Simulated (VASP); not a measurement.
**Mg: electric field gradients with PBE**

The system is Mg.

```
CELL_PARAMETERS angstrom
3.18773 0.00000 0.00000
-1.59387 2.76066 0.00000
0.00000 0.00000 5.17536
ATOMIC_POSITIONS crystal
Mg 0.33333 0.66667 0.25000
Mg 0.66667 0.33333 0.75000
```

This cell differs from its parent crystal: volume scaled by 0.98.

- Program: VASP 6.6.1
- Task: electric field gradients
- Functional: PBE
- Potentials or basis: VASP PAW PBE potentials, release 64 (Mg)
- Cutoff: 520 eV
- k mesh: 12 × 12 × 7
- Occupations: fermi-dirac, width 0.08 eV
- Spin: no spin polarisation
- Dipole correction: no
- Further INCAR settings: ALGO = Normal; EDIFF = 1e-08; NBANDS = 9

```yaml
Pressure: 0.1 GPa
Band_gap_on_the_k_mesh: zero (band 2 reaches 3.68 eV, above the bottom of band 3 at 1.43 eV)
```

Stress tensor (GPa, compression positive):
```
 0.41  0.00  0.00
 0.00  0.41  0.00
 0.00  0.00 -0.39
```

Levels at points of the mesh, in eV from the Fermi level:
```
           k point  band 1  band 2  band 3  band 4  band 5  band 6  band 7
(0.00, 0.00, 0.00)   -6.92   -1.66   -1.20   11.03   11.03   11.16   11.16
(0.50, 0.00, 0.00)   -2.11   -2.10    2.72    3.07    3.35    3.75    6.96
```

Electric field gradients, principal values (V/Å²):
```
atom   least  middle  greatest (by size)
1 Mg  -0.497  -0.497               0.994
2 Mg  -0.497  -0.497               0.994
```

Run time: 20 s on 1 thread of Intel(R) Xeon(R) Platinum 8488C (Sapphire Rapids), on a shared host, peak memory 0.17 GiB.

Caveat: without QUAD_EFG the Cq values of the log hold for a quadrupole moment of 1 mb, not for the nuclei.
